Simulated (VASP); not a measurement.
Here is a VASP 6.6.1 calculation.

The input INCAR:

```
SYSTEM = ReS
PREC = Accurate
ENCUT = 520
EDIFF = 1E-7
ISMEAR = 0
SIGMA = 0.1
LREAL = .FALSE.
LASPH = .TRUE.
NELM = 150
ALGO = Normal
ISIF = 2
LWAVE = .FALSE.
LCHARG = .FALSE.
ISPIN = 2
MAGMOM = 2 -2 0 0
LORBIT = 11
LMAXMIX = 4
GGA = PE
NBANDS = 25
```

The input KPOINTS:

```
regular mesh
0
G
  14 14 7
  0 0 0
```

POSCAR

```
ReS
1.0
    2.9755249397      0.0000000000      0.0000000000
    0.0000000000      2.9755249397      0.0000000000
    0.0000000000      0.0000000000      5.9510498793
Re S
2 2
Direct
    1.0000000000      0.0000000000      0.0000000000
    1.0000000000      0.0000000000      0.5000000000
    0.5000000000      0.5000000000      0.2500000000
    0.5000000000      0.5000000000      0.7500000000
```

Potentials or basis: VASP PAW PBE potentials, release 64 (Re, S).

Run with:

```bash
$ cat potpaw_PBE.64/Re/POTCAR potpaw_PBE.64/S/POTCAR > POTCAR
$ mpirun -np 1 vasp_std > vasp.out
```

Q: What does it give for the band gap on the k mesh?

A: Zero (filled and empty bands overlap).

Q: What does it give for the net moment?

A: 0.00 μB per cell.

Caveat: spin-orbit coupling is left out, which moves the levels of the heavy elements.
